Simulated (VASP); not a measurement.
A run of VASP 6.6.1 is set up as follows.

Contents of INCAR:

```
SYSTEM = Co
PREC     = Accurate       ! precision mode
ENCUT    = 520            ! plane-wave cutoff, eV
EDIFF    = 1E-6           ! SCF threshold, eV
ISMEAR   = -1             ! smearing method
SIGMA    = 0.05           ! smearing width, eV
LREAL    = .False.        ! projectors in reciprocal space
LASPH    = .True.         ! aspherical terms in the spheres
NELM     = 80             ! most SCF steps
ALGO     = Normal         ! electronic algorithm
ISIF     = 2              ! what is computed and relaxed
LWAVE    = .False.        ! write WAVECAR
LCHARG   = .False.        ! write CHGCAR
GGA      = PE             ! functional
NBANDS   = 10             ! bands
```

KPOINTS

```
regular mesh
0
Gamma
  21 21 21
  0 0 0
```

Contents of POSCAR:

```
Co
1.0
   -1.3338035927      1.3338035927      1.3338035927
    1.3338035927     -1.3338035927      1.3338035927
    1.3338035927      1.3338035927     -1.3338035927
Co
1
Direct
    0.0000000000      0.0000000000      0.0000000000
```

Potentials or basis: VASP PAW PBE potentials, release 64 (Co).

The run is started by

```console
$ cat potpaw_PBE.64/Co/POTCAR > POTCAR
$ mpirun -np 1 vasp_std > vasp.out
```

Task: Estimate the pressure.

Result: 30.8 GPa.

Caveat: the run has no spin polarisation, though such a crystal can be magnetic. Spin polarisation is off, so any magnetic state and its effect on volume and gap are missing.
